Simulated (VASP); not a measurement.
A run of VASP 6.6.1:

INCAR

```
SYSTEM = Sn
PREC     = Accurate       ! precision mode
ENCUT    = 520            ! plane-wave cutoff, eV
EDIFF    = 1E-6           ! SCF threshold, eV
ISMEAR   = 0              ! smearing method
SIGMA    = 0.15           ! smearing width, eV
LREAL    = .False.        ! projectors in reciprocal space
LASPH    = .True.         ! aspherical terms in the spheres
NELM     = 60             ! most SCF steps
ALGO     = Fast           ! electronic algorithm
ISIF     = 2              ! what is computed and relaxed
LWAVE    = .False.        ! write WAVECAR
LCHARG   = .True.         ! write CHGCAR
GGA      = PS             ! functional
LELF     = .True.         ! ELF
LVHAR    = .True.       
NBANDS   = 21             ! bands
```

KPOINTS

```
Automatic mesh
0
Gamma
  16 16 16
  0 0 0
```

POSCAR

```
Sn
1.0
   -2.7049292189      2.7049292189      1.4713578298
    2.7049292189     -2.7049292189      1.4713578298
    2.7049292189      2.7049292189     -1.4713578298
Sn
2
Direct
    0.7500000000      0.2500000000      0.5000000000
    0.0000000000      0.0000000000      0.0000000000
```

Potentials or basis: VASP PAW PBE potentials, release 64 (Sn_d).

The run is started by

```sh
$ cat potpaw_PBE.64/Sn_d/POTCAR > POTCAR
$ mpirun -np 1 vasp_std > vasp.out
```

Hardware: 1 thread of AMD EPYC 9R45 96-Core Processor (Zen 5), with other jobs on the host.

How long does it take, and how much memory?

Wall time 2.8 min on 1 thread of AMD EPYC 9R45 96-Core Processor (Zen 5), on a shared host, peak memory 0.33 GiB. Counts: scf iterations 13, k points 349.
